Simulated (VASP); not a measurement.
Wanted: the native input for a VASP 6.6.1 run.

```
Task                   : single point
Functional             : PBE
Potentials or basis    : VASP PAW PBE potentials, release 64 (Ge_d, Sn_d)
Cutoff                 : 520 eV
k mesh                 : 6 × 6 × 2
Occupations            : fermi-dirac, width 0.02 eV
Spin                   : no spin polarisation
Dipole correction      : no
Further INCAR settings : ALGO = Normal; EDIFF = 1e-06; NBANDS = 51
```

The structure of Sn5Ge lies in POSCAR:

```
Sn5Ge
1.0
    4.5519137648      0.0000000000      0.0000000000
   -2.2759568824      3.9420729561      0.0000000000
    0.0000000000      0.0000000000     11.1084316620
Ge Sn
1 5
Direct
    0.0000000000      0.0000000000     -0.0008948989
    0.6666666667      0.3333333333      0.6727183715
    0.3333333333      0.6666666667      0.3280768598
    0.6666666667      0.3333333333      0.9288297054
    0.3333333333      0.6666666667      0.5828803769
    0.0000000000      0.0000000000      0.2383895853
```

The input as run:

INCAR

```
PREC = Accurate ; ENCUT = 520
EDIFF = 1E-6 ; ISMEAR = -1
SIGMA = 0.02 ; LREAL = F
LASPH = T ; NELM = 60
ALGO = Normal ; ISIF = 2
LWAVE = F ; LCHARG = F
GGA = PE ; NBANDS = 51
```

KPOINTS

```
regular mesh
0
Gamma
  6 6 2
```

Potentials or basis: VASP PAW PBE potentials, release 64 (Ge_d, Sn_d).

Launch:

```console
$ cat potpaw_PBE.64/Ge_d/POTCAR potpaw_PBE.64/Sn_d/POTCAR > POTCAR
$ mpirun -np 1 vasp_std > vasp.out
```

It gave:

The pressure is 1.7 GPa, the largest force is 0.076 eV/Å and the band gap on the k mesh is zero (bands 42 and 43 overlap by 0.25 eV).

Caveat: semilocal functionals underestimate gaps, so a narrow gap can read as zero; spin-orbit coupling is left out, which moves the levels of the heavy elements.

It took 64 s on 1 thread of Intel(R) Xeon(R) 6975P-C (Granite Rapids), with other jobs on the host, peak memory 0.37 GiB.
